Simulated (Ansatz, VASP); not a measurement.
**One calculation of ReSbN, two programs**

```
CELL_PARAMETERS angstrom
3.43212 0.00000 0.00000
0.00000 3.43212 0.00000
0.00000 0.00000 8.42077
ATOMIC_POSITIONS crystal
Re 0.00000 0.50000 0.87324
Re 0.50000 0.00000 0.12676
Sb 0.00000 0.50000 0.33346
Sb 0.50000 0.00000 0.66654
N 0.00000 0.00000 0.00000
N 0.50000 0.50000 0.00000
```

Alike in both runs: functional PBE; k mesh 7 × 7 × 3; occupations fermi-dirac, width 0.05 eV; no spin polarisation.

```csv
,VASP,Ansatz
version,VASP 6.6.1,Ansatz 0.2.0
potentials or method,"VASP PAW PBE potentials, release 64 (Re, Sb, N)",Ansatz PAW
plane-wave cutoff (eV),520,420
valence electrons in the cell,34,70
task,single point,band structure
```

```csv
,VASP,Ansatz,Ansatz less VASP
gap on the k mesh at the Fermi level (eV),none,none,-
pressure (GPa),3.5,1.9,-1.54
"traceless stress, the component that is largest in VASP (GPa)",2.15,2.30,+0.147
rms of the force components (eV/Å),0.220,0.102,-0.1180
```

Atom by atom the forces differ by 0.132 eV/Å (rms over components). A gap of «none» marks a metal or a gap that the smearing closes. One of these differences is far larger than is usual between the two programs; its cause wasn't traced. VASP's potentials hold 34 valence electrons a cell and Ansatz's 70, so a difference there can come from the potentials and not from the codes.

Neither program's run includes spin-orbit coupling.
